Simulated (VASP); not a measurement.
A run of VASP 6.6.1 is set up as follows.

The input INCAR:

```
SYSTEM = GaN
PREC = Accurate
ENCUT = 520
EDIFF = 1E-6
ISMEAR = -1
SIGMA = 0.02
LREAL = .False.
LASPH = .True.
NELM = 100
ALGO = Normal
ISIF = 2
LWAVE = .False.
LCHARG = .False.
GGA = PE
NBANDS = 16
```

Contents of KPOINTS:

```
regular mesh
0
Gamma
  10 10 10
  0 0 0
```

The input POSCAR:

```
GaN
1.0
    0.0000000000      2.2489526325      2.2489526325
    2.2489526325      0.0000000000      2.2489526325
    2.2489526325      2.2489526325      0.0000000000
Ga N
1 1
Direct
    0.0000000000      0.0000000000      0.0000000000
    0.7500000000      0.7500000000      0.7500000000
```

Potentials or basis: VASP PAW PBE potentials, release 64 (Ga_d, N).

Run with:

```sh
$ cat potpaw_PBE.64/Ga_d/POTCAR potpaw_PBE.64/N/POTCAR > POTCAR
$ mpirun -np 1 vasp_std > vasp.out
```

(1) Predict the pressure.

(2) What does it give for the band gap on the k mesh?

Answers

(1) 6.3 GPa.

(2) 1.76 eV, direct.
